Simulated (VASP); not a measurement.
# Fe (Fd-3m) in VASP: a series of runs

Runs on Fe. Level: r2SCAN. Tasks: single point.

Program: VASP 6.6.1. These are calculated values, not measurements. Logs are shortened: lines on timing, memory, paths and dates and some standing lists are left out, and cuts for length are marked.

## (1) The cell of the first run

The structure is cubic, space group Fd-3m (No. 227). The conventional cell has a = 4.611 Å, b = 4.611 Å, c = 4.611 Å, α = 90.00°, β = 90.00°, γ = 90.00°. Fe (site symmetry -43m) has 4 Fe at 2.00 Å within 2.6 Å.

## (2) Single point, r2SCAN (volume scaled by 0.88)

File POSCAR:

```
Fe
1.0
    0.0000000000      2.3055978287      2.3055978287
    2.3055978287      0.0000000000      2.3055978287
    2.3055978287      2.3055978287      0.0000000000
Fe
2
Direct
    0.1250000000      0.1250000000      0.1250000000
    0.8750000000      0.8750000000      0.8750000000
```

File INCAR.step1:

```
ALGO = Normal ; EDIFF = 1E-4
ENCUT = 520 ; GGA = PE
ISMEAR = -1 ; LASPH = T
LCHARG = F ; LREAL = F
LWAVE = T ; NBANDS = 15
NELM = 80 ; PREC = Accurate
SIGMA = 0.1
```

File INCAR.step2:

```
ALGO = Normal ; EDIFF = 1E-7
ENCUT = 520 ; ISIF = 2
ISMEAR = -1 ; ISTART = 1
LASPH = T ; LCHARG = F
LMIXTAU = T ; LREAL = F
LWAVE = F ; METAGGA = R2SCAN
NBANDS = 15 ; NELM = 80
PREC = Accurate ; SIGMA = 0.1
```

File KPOINTS:

```
k-points
0
Gamma
  13 13 13
```

Potentials or basis: VASP PAW PBE potentials, release 64 (Fe).

The run is started by

```bash
> cat potpaw_PBE.64/Fe/POTCAR > POTCAR
> cp INCAR.step1 INCAR
> mpirun -np 1 vasp_std > vasp.out
> cp INCAR.step2 INCAR
> mpirun -np 1 vasp_std > vasp.out
```

OUTCAR:

```text
EDIFF = 1E-7
   ENCUT = 520
   ISIF = 2
   ISMEAR = -1
   ISTART = 1
   LASPH = T
   LREAL = F
   METAGGA = R2SCAN
   NELM = 80
   PREC = Accurate

 ion  position               nearest neighbor table
   1  0.125  0.125  0.125-   2 2.00   2 2.00   2 2.00   2 2.00
   2  0.875  0.875  0.875-   1 2.00   1 2.00   1 2.00   1 2.00

  LATTYP: Found a face centered cubic cell.
 ALAT       =     4.6111956574

  Lattice vectors:

 A1 = (   0.0000000000,   2.3055978287,   2.3055978287)
 A2 = (   2.3055978287,   0.0000000000,   2.3055978287)
 A3 = (   2.3055978287,   2.3055978287,   0.0000000000)

Analysis of symmetry for initial positions (statically):
=====================================================================
 Subroutine PRICEL returns:
 Original cell was already a primitive cell.

 Routine SETGRP: Setting up the symmetry group for a
 face centered cubic supercell.

 Subroutine GETGRP returns: Found 48 space group operations
 (whereof 12 operations were pure point group operations)
 out of a pool of 48 trial point group operations.

The static configuration has the point symmetry D_3d.
 The point group associated with its full space group is O_h .

Analysis of symmetry for dynamics (positions and initial velocities):
=====================================================================
 Subroutine PRICEL returns:
 Original cell was already a primitive cell.

 Routine SETGRP: Setting up the symmetry group for a
 face centered cubic supercell.

 Subroutine GETGRP returns: Found 48 space group operations
 (whereof 12 operations were pure point group operations)
 out of a pool of 48 trial point group operations.

The dynamic configuration has the point symmetry D_3d.
 The point group associated with its full space group is O_h .

 Subroutine INISYM returns: Found 48 space group operations
 (whereof 12 operations are pure point group operations),
 and found     1 'primitive' translations

----------------------------------------------------------------------------------------

                                     Primitive cell

  volume of cell :      24.5121

  direct lattice vectors                    reciprocal lattice vectors
     0.000000000  2.305597829  2.305597829    -0.216863494  0.216863494  0.216863494
     2.305597829  0.000000000  2.305597829     0.216863494 -0.216863494  0.216863494
     2.305597829  2.305597829  0.000000000     0.216863494  0.216863494 -0.216863494

  length of vectors
     3.260607719  3.260607719  3.260607719     0.375618589  0.375618589  0.375618589

  position of ions in fractional coordinates (direct lattice)
     0.125000000  0.125000000  0.125000000
     0.875000000  0.875000000  0.875000000

  ion indices of the primitive-cell ions
   primitive index   ion index
                 1           1
                 2           2

----------------------------------------------------------------------------------------

 KPOINTS: k-points

Automatic generation of k-mesh.
 Grid dimensions read from file:
 generate k-points for:   13   13   13

 Generating k-lattice:

  Cartesian coordinates                     Fractional coordinates (reciprocal lattice)
    -0.016681807  0.016681807  0.016681807     0.076923077  0.000000000  0.000000000
     0.016681807 -0.016681807  0.016681807     0.000000000  0.076923077  0.000000000
     0.016681807  0.016681807 -0.016681807     0.000000000  0.000000000  0.076923077

  Length of vectors
     0.028893738  0.028893738  0.028893738

  Shift w.r.t. Gamma in fractional coordinates (k-lattice)
     0.000000000  0.000000000  0.000000000

 Subroutine IBZKPT returns following result:
 ===========================================

 Found     84 irreducible k-points:

 Following reciprocal coordinates:
            Coordinates               Weight
  0.000000  0.000000  0.000000      1.000000
  0.076923  0.000000  0.000000      8.000000
  0.153846  0.000000  0.000000      8.000000
  0.230769  0.000000  0.000000      8.000000
  0.307692  0.000000  0.000000      8.000000
  0.384615  0.000000  0.000000      8.000000
[... 16 lines left out ...]
  0.384615  0.153846  0.000000     24.000000
  0.461538  0.153846  0.000000     24.000000
 [... further k-points ...]
   k-points           NKPTS =     84   k-points in BZ     NKDIM =     84   number of bands    NBANDS=     15
   number of dos      NEDOS =    301   number of ions     NIONS =      2
   total plane-waves  NPLWV =  13824
   dimension x,y,z NGX =    24 NGY =   24 NGZ =   24
   dimension x,y,z NGXF=    48 NGYF=   48 NGZF=   48
   ions per type =               2
   NGX,Y,Z   is equivalent  to a cutoff of  12.24, 12.24, 12.24 a.u.
   NGXF,Y,Z  is equivalent  to a cutoff of  24.47, 24.47, 24.47 a.u.
 SYSTEM =  unknown system
   PREC   = accura    normal or accurate (medium, high low for compatibility)
   ISTART =      1    job   : 0-new  1-cont  2-samecut
   ICHARG =      0    charge: 1-file 2-atom 10-const
   ISPIN  =      1    spin polarized calculation?
   LNONCOLLINEAR =      F non collinear calculations
   LSORBIT =      F    spin-orbit coupling
   LASPH  =      T    aspherical Exc in radial PAW
   ENCUT  =  520.0 eV  38.22 Ry    6.18 a.u.   6.06  6.06  6.06*2*pi/ulx,y,z
   NELM   =     80;   NELMIN=  2; NELMDL=  0     # of ELM steps
   EDIFF  = 0.1E-06   stopping-criterion for ELM
   LREAL  =      F    real-space projection
   EDIFFG = 0.1E-05   stopping-criterion for IOM
   NSW    =      0    number of steps for IOM
   IBRION =     -1    ionic relax: 0-MD 1-quasi-New 2-CG
   NFREE  =      0    steps in history (QN), initial steepest desc. (CG)
   ISIF   =      2    stress and relaxation
   ISYM   =      2    0-nonsym 1-usesym 2-fastsym
   POTIM  = 0.5000    time-step for ionic-motion
   TEBEG  =    0.0;   TEEND  =   0.0 temperature during run
   PSTRESS=    0.0 pullay stress
   NELECT =      16.0000    total number of electrons
   NUPDOWN=      -1.0000    fix difference up-down
   EMIN   =  10.00;   EMAX   =-10.00  energy-range for DOS
   EFERMI =   0.00;   METHOD = LEGACY
   ISMEAR =    -1;   SIGMA  =   0.10  broadening in eV -4-tet -1-fermi 0-gaus
   EFERMI_NEDOS =   21; number of points for ismear=-14 and -15
   IALGO  =     38    algorithm
   IMIX   =      4    mixing-type and parameters
     AMIX     =   0.40;   BMIX     =  1.00
     AMIX_MAG =   1.60;   BMIX_MAG =  1.00
  volume/ion in A,a.u.               =      12.26        82.71
  Fermi-wavevector in a.u.,A,eV,Ry     =   1.420108  2.683614 27.438948  2.016706
  Thomas-Fermi vector in A             =   2.541058
   LORBIT       =      0    0 simple, 1 ext, 2 COOP (PROOUT), +10 PAW based schemes
   METAGGA = R2SCAN    functional components
   LHFCALC =     F    Hartree Fock is set to
   AEXX    =    0.0000 exact exchange contribution
   IVDW    =     0    specifies the selected vdW correction
   LEPSILON=     F    determine dielectric tensor
   LRPA    =     F    only Hartree local field effects (RPA)
 non-spin polarized calculation
  energy-cutoff  :      520.00
  volume of cell :       24.51
 maximum number of plane-waves:       670
   NGX = 13   NGY = 13   NGZ = 13

 number of electron      16.0000012 magnetization

 Free energy of the ion-electron system (eV)
  ---------------------------------------------------
  ext. energy  EPLUGINS =         0.00000000
  ---------------------------------------------------
  free energy    TOTEN  =       -24.84709947 eV

  energy without entropy =      -24.78199199  energy(sigma->0) =      -24.81454573

 E-fermi :   5.0621     XC(G=0): -13.2964

 val. band max:        5.0295317836   @ k =   0.3077   0.1538   0.0769
 cond. band min:       5.0646239343   @ k =   0.3846   0.0000   0.0000
 fundamental gap:      0.0350921507
 Fermi energy:         5.0620837029

 k-point     1 :       0.0000    0.0000    0.0000
  band No.  band energies     occupation
      1      -2.7357      2.00000
      2       1.4623      2.00000
      3       1.4623      2.00000
      4       1.9215      2.00000
      5       1.9215      2.00000
      6       1.9215      2.00000
      7       4.5789      1.98418
      8       4.5789      1.98418
      9       4.5789      1.98418
     10       6.6966      0.00000
     11       6.6966      0.00000
     12      21.6087      0.00000
     13      21.6087      0.00000
     14      21.6087      0.00000
     15      22.0295      0.00000

 k-point     2 :       0.0769    0.0000    0.0000
  band No.  band energies     occupation
      1      -2.5909      2.00000
      2       1.3754      2.00000
      3       1.3754      2.00000
      4       1.9322      2.00000
      5       2.0508      2.00000
      6       2.0508      2.00000
      7       4.4891      1.99353
      8       4.5644      1.98630
      9       4.5644      1.98630
     10       6.6952      0.00000
     11       6.6952      0.00000
     12      19.1667      0.00000
     13      20.7775      0.00000
     14      20.7775      0.00000
     15      22.2078      0.00000

 k-point     3 :       0.1538    0.0000    0.0000
  band No.  band energies     occupation
      1      -2.1675      2.00000
      2       1.2619      2.00000
      3       1.2619      2.00000
      4       1.9750      2.00000
      5       2.2638      2.00000
      6       2.2638      2.00000
      7       4.2313      1.99951
      8       4.5505      1.98807
      9       4.5505      1.98807
     10       6.6853      0.00000
     11       6.6853      0.00000
     12      16.4930      0.00000
     13      19.9183      0.00000
     14      19.9183      0.00000
     15      21.3995      0.00000

 k-point     4 :       0.2308    0.0000    0.0000
  band No.  band energies     occupation
      1      -1.5021      2.00000
      2       1.2197      2.00000
      3       1.2197      2.00000
      4       2.0741      2.00000
      5       2.3894      2.00000
      6       2.3894      2.00000
      7       3.8475      1.99999
      8       4.6117      1.97812
      9       4.6117      1.97812
     10       6.6523      0.00000
     11       6.6523      0.00000
     12      13.9752      0.00000
     13      19.2007      0.00000
     14      19.2007      0.00000
     15      20.6232      0.00000
[... 307 lines left out ...]
 k-point    22 :       0.3077    0.1538    0.0000
  band No.  band energies     occupation
      1      -0.7933      2.00000
      2       0.6808      2.00000
      3       1.8387      2.00000
      4       2.0685      2.00000
      5       2.1487      2.00000
      6       2.9056      2.00000
      7       3.2583      2.00000
      8       4.8311      1.81944
      9       5.1043      0.79177
     10       6.1427      0.00004
     11       6.8891      0.00000
     12      13.2366      0.00000
     13      15.9401      0.00000
     14      17.7832      0.00000
     15      19.2232      0.00000

 k-point    23 :       0.3846    0.1538    0.0000
  band No.  band energies     occupation
      1      -0.0349      2.00000
      2       0.7185      2.00000
      3       1.9338      2.00000
      4       2.0547      2.00000
      5       2.1447      2.00000
      6       2.8345      2.00000
      7       3.2795      2.00000
      8       4.9118      1.63612
      9       5.2785      0.20610
     10       6.0997      0.00006
     11       6.8420      0.00000
     12      11.0413      0.00000
     13      15.6031      0.00000
     14      16.5963      0.00000
     15      18.9406      0.00000

 k-point    24 :       0.4615    0.1538    0.0000
  band No.  band energies     occupation
      1       0.5713      2.00000
      2       0.8390      2.00000
      3       1.8086      2.00000
      4       2.1203      2.00000
      5       2.1346      2.00000
      6       2.7691      2.00000
      7       3.5004      2.00000
      8       5.1707      0.50471
      9       5.2364      0.29789
     10       6.2471      0.00001
     11       6.7242      0.00000
     12       9.2131      0.00000
     13      15.5826      0.00000
     14      15.6397      0.00000
     15      18.8379      0.00000

 [... further k-points ...]
[... 5 lines left out ...]
  --------------------------------------------------------------------------------------
  -------------------------------------------------------------------------------------
  Total        4.1020373      4.1020373      4.1020373     -0.0000000     -0.0000000      0.0000000
  in kB      268.1201974    268.1201974    268.1201974     -0.0000000     -0.0000000      0.0000000
  external PRESSURE =     268.1201974 kB  Pullay stress =       0.0000000 kB

 VOLUME and BASIS-vectors are now :
 -----------------------------------------------------------------------------
  energy-cutoff  :      520.00
  volume of cell :       24.51
      direct lattice vectors                 reciprocal lattice vectors
     0.000000000  2.305597829  2.305597829    -0.216863494  0.216863494  0.216863494
     2.305597829  0.000000000  2.305597829     0.216863494 -0.216863494  0.216863494
     2.305597829  2.305597829  0.000000000     0.216863494  0.216863494 -0.216863494

 POSITION                                       TOTAL-FORCE (eV/Angst)
 -----------------------------------------------------------------------------------
      0.57640      0.57640      0.57640        -0.000000     -0.000000     -0.000000
      4.03480      4.03480      4.03480         0.000000      0.000000      0.000000
 -----------------------------------------------------------------------------------
    total drift:                                0.000000      0.000000      0.000000

  FREE ENERGIE OF THE ION-ELECTRON SYSTEM (eV)
  ---------------------------------------------------
  free  energy   TOTEN  =       -24.8470994673 eV

  energy  without entropy=      -24.7819919874  energy(sigma->0) =      -24.81454573
```

It took 62 s on 1 thread of Intel Xeon 6975P-C (Granite Rapids), shared host; peak memory 0.15 GiB.

Results:

| Property | Result |
| --- | --- |
| Free energy | -24.8471 eV |
| Pressure | 26.8 GPa |
| Band gap on the k mesh | zero (band 8 reaches 5.54 eV, above the bottom of band 9 at 4.55 eV) |

Caveat: the PAW data sets were made with another functional, which shifts forces and pressure a little; the run has no spin polarisation, though such a crystal can be magnetic.

## (3) Single point, r2SCAN (volume scaled by 0.92)

File POSCAR:

```
Fe
1.0
    0.0000000000      2.3400148106      2.3400148106
    2.3400148106      0.0000000000      2.3400148106
    2.3400148106      2.3400148106      0.0000000000
Fe
2
Direct
    0.1250000000      0.1250000000      0.1250000000
    0.8750000000      0.8750000000      0.8750000000
```

File INCAR.step1:

```
SYSTEM = Fe
ALGO = Normal ; EDIFF = 1E-4
ENCUT = 520 ; GGA = PE
ISMEAR = -1 ; LASPH = .True.
LCHARG = .False. ; LREAL = .False.
LWAVE = .True. ; NBANDS = 15
NELM = 80 ; PREC = Accurate
SIGMA = 0.1
```

File INCAR.step2:

```
SYSTEM = Fe
ALGO = Normal ; EDIFF = 1E-6
ENCUT = 520 ; ISIF = 2
ISMEAR = -1 ; ISTART = 1
LASPH = .True. ; LCHARG = .True.
LELF = .True. ; LMIXTAU = .True.
LREAL = .False. ; LVHAR = .True.
LWAVE = .False. ; METAGGA = R2SCAN
NBANDS = 15 ; NELM = 80
PREC = Accurate ; SIGMA = 0.1
```

File KPOINTS:

```
k-points
0
Gamma
  13 13 13
  0 0 0
```

Potentials or basis: VASP PAW PBE potentials, release 64 (Fe).

The run is started by

```bash
> cat potpaw_PBE.64/Fe/POTCAR > POTCAR
> cp INCAR.step1 INCAR
> mpirun -np 1 vasp_std > vasp.out
> cp INCAR.step2 INCAR
> mpirun -np 1 vasp_std > vasp.out
```

Wall time 1.7 min (1 thread of Intel Xeon 6975P-C (Granite Rapids), shared host); peak memory 0.17 GiB.

Results (log left out):

- Free energy: -24.9929 eV
- Pressure: 15.5 GPa
- Band gap on the k mesh: zero (band 8 reaches 5.08 eV, above the bottom of band 9 at 4.14 eV)

Levels at points of the mesh, in eV from the Fermi level:
```csv
k point,band 5,band 6,band 7,band 8,band 9,band 10,band 11,band 12
"(0.00, 0.00, 0.00)",-2.99,-2.99,-0.45,-0.45,-0.45,1.53,1.53,16.09
```

Caveat: the PAW data sets were made with another functional, which shifts forces and pressure a little; the run has no spin polarisation, though such a crystal can be magnetic.

[end of part 1 of 2]
